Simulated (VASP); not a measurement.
# NaInSe (P4/mmm) in VASP: notebook, part 2 of 2

VASP 6.6.1. Earlier steps stand in the parts before.

## (4) Relaxation of cell and atoms, PBE

Input file INCAR:

```
PREC = Accurate
ENCUT = 600
EDIFF = 1E-6
ISMEAR = 0
SIGMA = 0.1
LREAL = F
LASPH = T
NELM = 60
ALGO = Normal
ISIF = 3
LWAVE = F
LCHARG = F
GGA = PE
IBRION = 2
NSW = 90
EDIFFG = -0.04
```

Input file KPOINTS:

```
regular mesh
0
Gamma
  4 4 4
```

Input file POSCAR:

```
NaInSe
1.0
    4.4784024600      0.0000000000      0.0000000000
    0.0000000000      4.4784024600      0.0000000000
    0.0000000000      0.0000000000      4.5715372000
Na In Se
1 1 1
Direct
    0.0000000000      0.0000000000      0.5000000000
    0.5000000000      0.5000000000      0.0000000000
    0.5000000000      0.5000000000      0.5000000000
```

Run with:

```console
> cat potpaw_PBE.64/Na_pv/POTCAR potpaw_PBE.64/In_d/POTCAR potpaw_PBE.64/Se/POTCAR > POTCAR
> mpirun -np 1 vasp_std > vasp.out
```

It took 78 s on 1 thread of Intel Xeon 6975P-C (Granite Rapids), shared host; peak memory 0.25 GiB.

The run converged. Its results:

| Property | Result |
| --- | --- |
| Free energy | -8.8346 eV |
| Relaxed volume | 32.15 Å³/atom |
| Relaxed cell | a = 4.156 Å, b = 4.156 Å, c = 5.584 Å, α = 90.00°, β = 90.00°, γ = 90.00° |
| Space group after relaxing (to 0.1 Å) | P4/mmm (No. 123) |
| Energy gained by relaxing | 723.7 meV/atom |
| Ionic steps | 9 |
| Pressure after relaxing | -0.1 GPa |
| Band gap on the k mesh | zero (bands 13 and 14 overlap by 0.79 eV) |

Stress tensor (GPa, compression positive):
```
 0.00  0.00  0.00
 0.00  0.00  0.00
 0.00  0.00 -0.15
```

The path:
```tsv
step	energy change (eV)	largest force (eV/Å)	pressure (GPa)	volume (Å³)
1	0.0000	0.0000	11.78	91.69
2	-1.7818	0.0000	-3.04	119.84
3	-2.0845	0.0000	-1.45	108.71
4	-2.0842	0.0000	-1.33	108.38
5	-2.1303	0.0000	-0.95	104.10
6	-2.1680	0.0000	-0.18	97.97
7	-2.1706	0.0000	0.17	95.77
8	-2.1707	0.0000	0.12	96.09
9	-2.1710	0.0000	-0.05	96.44
```

Final structure:
```
CELL_PARAMETERS angstrom
4.15568 0.00000 0.00000
0.00000 4.15568 0.00000
0.00000 0.00000 5.58409
ATOMIC_POSITIONS crystal
Na 0.00000 0.00000 0.50000
In 0.50000 0.50000 0.00000
Se 0.50000 0.50000 0.50000
```

Levels at points of the mesh, in eV from the Fermi level:
```csv
k point,band 10,band 11,band 12,band 13,band 14,band 15,band 16,band 17
"(0.00, 0.00, 0.00)",-4.73,-3.90,-1.46,-1.46,2.79,4.20,4.20,4.72
"(0.50, 0.00, 0.00)",-3.78,-3.63,-3.57,-1.29,0.36,3.76,4.84,4.99
"(0.50, 0.50, 0.00)",-3.28,-3.03,-3.03,-2.89,1.32,1.32,2.13,5.05
"(0.00, 0.00, 0.50)",-6.49,-1.24,-1.24,0.40,1.62,3.16,3.16,4.18
"(0.50, 0.00, 0.50)",-5.78,-3.16,-1.11,-1.04,1.02,3.09,3.99,5.42
"(0.50, 0.50, 0.50)",-5.15,-2.66,-2.66,0.03,0.03,1.65,3.23,3.41
```

Caveat: a cell axis changed by over 15 % at a fixed basis, so the end point is rough; spin-orbit coupling is left out, which moves the levels of the heavy elements.

## (5) Single point, PBE

This run uses another cell than the first one, of 31.64 Å³/atom.

Input file INCAR:

```
SYSTEM = NaInSe
PREC     = Accurate       ! precision mode
ENCUT    = 520            ! plane-wave cutoff, eV
EDIFF    = 1E-6           ! SCF threshold, eV
ISMEAR   = 0              ! smearing method
SIGMA    = 0.1            ! smearing width, eV
LREAL    = .False.        ! projectors in reciprocal space
LASPH    = .True.         ! aspherical terms in the spheres
NELM     = 80             ! most SCF steps
ALGO     = Normal         ! electronic algorithm
ISIF     = 2              ! what is computed and relaxed
LWAVE    = .False.        ! write WAVECAR
LCHARG   = .True.         ! write CHGCAR
GGA      = PE             ! functional
LELF     = .True.         ! ELF
LVHAR    = .True.       
NBANDS   = 20             ! bands
```

Input file KPOINTS:

```
regular mesh
0
Gamma
  12 12 8
  0 0 0
```

Input file POSCAR:

```
NaInSe
1.0
    4.1392186397      0.0000000000      0.0000000000
    0.0000000000      4.1392186397      0.0000000000
    0.0000000000      0.0000000000      5.5398344184
Na In Se
1 1 1
Direct
    0.0000000000      0.0000000000      0.5000000000
    0.5000000000      0.5000000000      0.0000000000
    0.5000000000      0.5000000000      0.5000000000
```

Run with:

```console
> cat potpaw_PBE.64/Na_pv/POTCAR potpaw_PBE.64/In_d/POTCAR potpaw_PBE.64/Se/POTCAR > POTCAR
> mpirun -np 1 vasp_std > vasp.out
```

It took 70 s on 1 thread of Intel Xeon 6975P-C (Granite Rapids), shared host; peak memory 0.4 GiB.

The run converged. Its results:

* Free energy: -8.7762 eV
* Pressure: 0.0 GPa
* Band gap on the k mesh: zero (bands 13 and 14 overlap by 0.86 eV)

Levels at points of the mesh, in eV from the Fermi level:
```
           k point  band 10  band 11  band 12  band 13  band 14  band 15  band 16  band 17
(0.00, 0.00, 0.00)    -4.75    -4.01    -1.52    -1.52     2.79     4.24     4.24     4.67
(0.50, 0.00, 0.00)    -3.78    -3.73    -3.68    -1.36     0.35     3.75     4.82     5.05
(0.50, 0.50, 0.00)    -3.38    -3.12    -3.12    -2.87     1.33     1.33     2.10     5.04
(0.00, 0.00, 0.50)    -6.58    -1.30    -1.30     0.44     1.65     3.15     3.15     4.18
(0.50, 0.00, 0.50)    -5.87    -3.24    -1.17    -1.10     1.08     3.14     3.99     5.38
(0.50, 0.50, 0.50)    -5.24    -2.74    -2.74    -0.01    -0.01     1.74     3.20     3.41
```

Caveat: spin-orbit coupling is left out, which moves the levels of the heavy elements.

## (6) Relaxation of cell and atoms, PBE

This run uses another cell than the first one, of 32.02 Å³/atom.

Input file INCAR:

```
PREC = Accurate ; ENCUT = 600
EDIFF = 1E-7 ; ISMEAR = 0
SIGMA = 0.1 ; LREAL = False
LASPH = True ; NELM = 80
ALGO = Normal ; ISIF = 3
LWAVE = False ; LCHARG = False
GGA = PE ; IBRION = 2
NSW = 100 ; EDIFFG = -0.01
```

Input file KPOINTS:

```
Automatic mesh
0
Gamma
  12 12 8
```

Input file POSCAR:

```
NaInSe
1.0
    4.1533339578      0.0000000000      0.0000000000
    0.0000000000      4.1533339578      0.0000000000
    0.0000000000      0.0000000000      5.5692739962
Na In Se
1 1 1
Direct
    0.0000000000      0.0000000000      0.5000000000
    0.5000000000      0.5000000000      0.0000000000
    0.5000000000      0.5000000000      0.5000000000
```

Potentials or basis: VASP PAW PBE potentials, release 64 (Na_pv, In_d, Se).

Run with:

```console
> cat potpaw_PBE.64/Na_pv/POTCAR potpaw_PBE.64/In_d/POTCAR potpaw_PBE.64/Se/POTCAR > POTCAR
> mpirun -np 1 vasp_std > vasp.out
```

OUTCAR:

```text
PREC = Accurate
   ENCUT = 600
   EDIFF = 1E-7
   ISMEAR = 0
   LREAL = False
   LASPH = True
   NELM = 80
   ISIF = 3
   GGA = PE
   IBRION = 2
   NSW = 100
   EDIFFG = -0.01

 ion  position               nearest neighbor table
   1  0.000  0.000  0.500-
   2  0.500  0.500  0.000-   3 2.78   3 2.78
   3  0.500  0.500  0.500-   2 2.78   2 2.78

  LATTYP: Found a simple tetragonal cell.
 ALAT       =     4.1533339578
 C/A-ratio  =     1.3409164909

  Lattice vectors:

 A1 = (   4.1533339578,   0.0000000000,   0.0000000000)
 A2 = (   0.0000000000,   4.1533339578,   0.0000000000)
 A3 = (   0.0000000000,   0.0000000000,   5.5692739962)

Analysis of symmetry for initial positions (statically):
=====================================================================
 Subroutine PRICEL returns:
 Original cell was already a primitive cell.

 Routine SETGRP: Setting up the symmetry group for a
 simple tetragonal supercell.

 Subroutine GETGRP returns: Found 16 space group operations
 (whereof 16 operations were pure point group operations)
 out of a pool of 16 trial point group operations.

The static configuration has the point symmetry D_4h.

Analysis of symmetry for dynamics (positions and initial velocities):
=====================================================================
 Subroutine PRICEL returns:
 Original cell was already a primitive cell.

 Routine SETGRP: Setting up the symmetry group for a
 simple tetragonal supercell.

 Subroutine GETGRP returns: Found 16 space group operations
 (whereof 16 operations were pure point group operations)
 out of a pool of 16 trial point group operations.

The dynamic configuration has the point symmetry D_4h.

 Subroutine INISYM returns: Found 16 space group operations
 (whereof 16 operations are pure point group operations),
 and found     1 'primitive' translations

----------------------------------------------------------------------------------------

                                     Primitive cell

  volume of cell :      96.0710

  direct lattice vectors                    reciprocal lattice vectors
     4.153333958  0.000000000  0.000000000     0.240770429  0.000000000  0.000000000
     0.000000000  4.153333958  0.000000000     0.000000000  0.240770429  0.000000000
     0.000000000  0.000000000  5.569273996     0.000000000  0.000000000  0.179556617

  length of vectors
     4.153333958  4.153333958  5.569273996     0.240770429  0.240770429  0.179556617

  position of ions in fractional coordinates (direct lattice)
     0.000000000  0.000000000  0.500000000
     0.500000000  0.500000000  0.000000000
     0.500000000  0.500000000  0.500000000

  ion indices of the primitive-cell ions
   primitive index   ion index
                 1           1
                 2           2
                 3           3

----------------------------------------------------------------------------------------

 KPOINTS: Automatic mesh

Automatic generation of k-mesh.
 Grid dimensions read from file:
 generate k-points for:   12   12    8

 Generating k-lattice:
[... 43 lines left out ...]
 [... further k-points ...]
   k-points           NKPTS =    140   k-points in BZ     NKDIM =    140   number of bands    NBANDS=     17
   number of dos      NEDOS =    301   number of ions     NIONS =      3
   total plane-waves  NPLWV =  62208
   dimension x,y,z NGX =    36 NGY =   36 NGZ =   48
   dimension x,y,z NGXF=    72 NGYF=   72 NGZF=   96
   ions per type =               1   1   1
   NGX,Y,Z   is equivalent  to a cutoff of  14.41, 14.41, 14.33 a.u.
   NGXF,Y,Z  is equivalent  to a cutoff of  28.82, 28.82, 28.66 a.u.
 SYSTEM =  unknown system
   PREC   = accura    normal or accurate (medium, high low for compatibility)
   ISTART =      0    job   : 0-new  1-cont  2-samecut
   ICHARG =      2    charge: 1-file 2-atom 10-const
   ISPIN  =      1    spin polarized calculation?
   LNONCOLLINEAR =      F non collinear calculations
   LSORBIT =      F    spin-orbit coupling
   LASPH  =      T    aspherical Exc in radial PAW
   ENCUT  =  600.0 eV  44.10 Ry    6.64 a.u.   8.30  8.30 11.12*2*pi/ulx,y,z
   NELM   =     80;   NELMIN=  2; NELMDL= -5     # of ELM steps
   EDIFF  = 0.1E-06   stopping-criterion for ELM
   LREAL  =      F    real-space projection
   EDIFFG = -.1E-01   stopping-criterion for IOM
   NSW    =    100    number of steps for IOM
   IBRION =      2    ionic relax: 0-MD 1-quasi-New 2-CG
   NFREE  =      1    steps in history (QN), initial steepest desc. (CG)
   ISIF   =      3    stress and relaxation
   ISYM   =      2    0-nonsym 1-usesym 2-fastsym
   POTIM  = 0.5000    time-step for ionic-motion
   TEBEG  =    0.0;   TEEND  =   0.0 temperature during run
   PSTRESS=    0.0 pullay stress
   NELECT =      26.0000    total number of electrons
   NUPDOWN=      -1.0000    fix difference up-down
   EMIN   =  10.00;   EMAX   =-10.00  energy-range for DOS
   EFERMI =   0.00;   METHOD = LEGACY
   ISMEAR =     0;   SIGMA  =   0.10  broadening in eV -4-tet -1-fermi 0-gaus
   EFERMI_NEDOS =   21; number of points for ismear=-14 and -15
   IALGO  =     38    algorithm
   IMIX   =      4    mixing-type and parameters
     AMIX     =   0.40;   BMIX     =  1.00
     AMIX_MAG =   1.60;   BMIX_MAG =  1.00
  volume/ion in A,a.u.               =      32.02       216.11
  Fermi-wavevector in a.u.,A,eV,Ry     =   1.058933  2.001093 15.256747  1.121339
  Thomas-Fermi vector in A             =   2.194260
   LORBIT       =      0    0 simple, 1 ext, 2 COOP (PROOUT), +10 PAW based schemes
   GGA     = PE    functional components
   LHFCALC =     F    Hartree Fock is set to
   AEXX    =    0.0000 exact exchange contribution
   IVDW    =     0    specifies the selected vdW correction
   LEPSILON=     F    determine dielectric tensor
   LRPA    =     F    only Hartree local field effects (RPA)
 conjugate gradient relaxation of ions
 non-spin polarized calculation
 Gauss-broadening in eV      SIGMA  =   0.10
  energy-cutoff  :      600.00
  volume of cell :       96.07
 maximum number of plane-waves:      3240
 NGX is ok and might be reduce to    36
   NGX = 17   NGY = 17   NGZ = 23

--------------------------------------- Ionic step        1  -------------------------------------------

 number of electron      25.9999995 magnetization

 Free energy of the ion-electron system (eV)
  ---------------------------------------------------
  ext. energy  EPLUGINS =         0.00000000
  ---------------------------------------------------
  free energy    TOTEN  =        -8.77529106 eV

  energy without entropy =       -8.77157163  energy(sigma->0) =       -8.77343134

------------------------ aborting loop because EDIFF is reached ----------------------------------------

  FORCE on cell =-STRESS in cart. coord.  units (eV):
  Direction    XX          YY          ZZ          XY          YZ          ZX
  --------------------------------------------------------------------------------------
  -------------------------------------------------------------------------------------
  Total       -0.0864016     -0.0864016     -0.2900380      0.0000000      0.0000000      0.0000000
  in kB       -1.4409205     -1.4409205     -4.8369679      0.0000000      0.0000000      0.0000000
  external PRESSURE =      -2.5729363 kB  Pullay stress =       0.0000000 kB
[... 135 lines left out ...]
--------------------------------------- Ionic step        5  -------------------------------------------

 number of electron      25.9999996 magnetization

 Free energy of the ion-electron system (eV)
  ---------------------------------------------------
  ext. energy  EPLUGINS =         0.00000000
  ---------------------------------------------------
  free energy    TOTEN  =        -8.77628668 eV

  energy without entropy =       -8.77278932  energy(sigma->0) =       -8.77453800

 E-fermi :   2.5418     XC(G=0):  -7.9995

 val. band max:        2.5276917345   @ k =   0.5000   0.5000   0.5000
 cond. band min:       2.5627046928   @ k =   0.2500   0.0000   0.5000
 fundamental gap:      0.0350129583
 Fermi energy:         2.5418485262

 k-point     1 :       0.0000    0.0000    0.0000
  band No.  band energies     occupation
      1     -21.4356      2.00000
      2     -21.3626      2.00000
      3     -21.3626      2.00000
      4     -12.3585      2.00000
      5     -12.2495      2.00000
      6     -12.2051      2.00000
[... 457 lines left out ...]
      4     -12.3299      2.00000
      5     -12.2280      2.00000
      6     -12.1937      2.00000
[... 9 lines left out ...]
     16       5.7445      0.00000
     17       7.1038      0.00000

 [... further k-points ...]

------------------------ aborting loop because EDIFF is reached ----------------------------------------

  FORCE on cell =-STRESS in cart. coord.  units (eV):
  Direction    XX          YY          ZZ          XY          YZ          ZX
  --------------------------------------------------------------------------------------
  -------------------------------------------------------------------------------------
  Total       -0.0174574     -0.0174574      0.0152397      0.0000000      0.0000000     -0.0000000
  in kB       -0.2940310     -0.2940310      0.2566775      0.0000000      0.0000000     -0.0000000
  external PRESSURE =      -0.1104615 kB  Pullay stress =       0.0000000 kB
[... 18 lines left out ...]
  FREE ENERGIE OF THE ION-ELECTRON SYSTEM (eV)
  ---------------------------------------------------
  free  energy   TOTEN  =        -8.7762866774 eV

  energy  without entropy=       -8.7727893211  energy(sigma->0) =       -8.77453800

 reached required accuracy - stopping structural energy minimisation
```

Run time: 4.4 min. Hardware: 1 thread of Intel Xeon 6975P-C (Granite Rapids), shared host; peak memory 0.5 GiB.

What came out:

```yaml
Free_energy: -8.7763 eV
Relaxed_volume: 31.71 Å³/atom
Relaxed_cell: a = 4.144 Å, b = 4.144 Å, c = 5.540 Å, α = 90.00°, β = 90.00°, γ = 90.00°
Space_group_after_relaxing_to_0.1_Å: P4/mmm (No. 123)
Energy_gained_by_relaxing: 0.3 meV/atom
Ionic_steps: 5
Pressure_after_relaxing: 0.0 GPa
Band_gap_on_the_k_mesh: zero (bands 13 and 14 overlap by 0.85 eV)
```

Step by step:
| step | energy change (eV) | largest force (eV/Å) | pressure (GPa) | volume (Å³) |
| --- | --- | --- | --- | --- |
| 1 | 0.0000 | 0.0000 | -0.26 | 96.07 |
| 2 | -0.0009 | 0.0000 | -0.06 | 95.36 |
| 3 | -0.0009 | 0.0000 | -0.04 | 95.26 |
| 4 | -0.0009 | 0.0000 | -0.03 | 95.24 |
| 5 | -0.0010 | 0.0000 | -0.01 | 95.13 |

Final structure:
```
CELL_PARAMETERS angstrom
4.14364 0.00000 0.00000
0.00000 4.14364 0.00000
0.00000 0.00000 5.54031
ATOMIC_POSITIONS crystal
Na 0.00000 0.00000 0.50000
In 0.50000 0.50000 0.00000
Se 0.50000 0.50000 0.50000
```

Levels at points of the mesh, in eV from the Fermi level:
```csv
k point,band 11,band 12,band 13,band 14,band 15,band 16
"(0.00, 0.00, 0.00)",-4.01,-1.53,-1.53,2.78,4.23,4.23
"(0.50, 0.00, 0.00)",-3.73,-3.68,-1.36,0.35,3.75,4.81
"(0.50, 0.50, 0.00)",-3.12,-3.12,-2.88,1.33,1.33,2.09
"(0.00, 0.00, 0.50)",-1.31,-1.31,0.43,1.64,3.14,3.14
"(0.50, 0.00, 0.50)",-3.24,-1.17,-1.09,1.08,3.13,3.98
"(0.50, 0.50, 0.50)",-2.74,-2.74,-0.01,-0.01,1.73,3.20
```

Caveat: spin-orbit coupling is left out, which moves the levels of the heavy elements.

## (7) The runs side by side

```csv
task,cell,k mesh,cutoff (eV),gap on the mesh (eV),pressure (GPa),relaxed volume (Å³/atom)
single point,"a = 4.478, b = 4.478, c = 4.572 Å, 3 atoms",4 × 4 × 4,520,none,11.8,-
single point,"a = 4.153, b = 4.153, c = 5.569 Å, 3 atoms",4 × 4 × 4,520,none,0.1,-
relaxation of cell and atoms,"relaxed from a = 4.478, b = 4.478, c = 4.572 Å, 3 atoms",4 × 4 × 4,600,none,-0.1,32.15
single point,"a = 4.139, b = 4.139, c = 5.540 Å, 3 atoms",12 × 12 × 8,520,none,0.0,-
relaxation of cell and atoms,"relaxed from a = 4.153, b = 4.153, c = 5.569 Å, 3 atoms",12 × 12 × 8,600,none,0.0,31.71
```

Alike in all rows: level PBE; potentials or basis VASP PAW PBE potentials, release 64 (Na_pv, In_d, Se); no spin polarisation; smearing gaussian 0.1 eV.

Caveats: some runs use coarse meshes; spin-orbit coupling is left out, which moves the levels of the heavy elements; the cell stands under pressure (at least some runs); a cell axis changed by over 15 % at a fixed basis, so the end point is rough (at least some runs).

Total energies depend on the potentials used, so only differences within one code and one set of settings carry meaning.
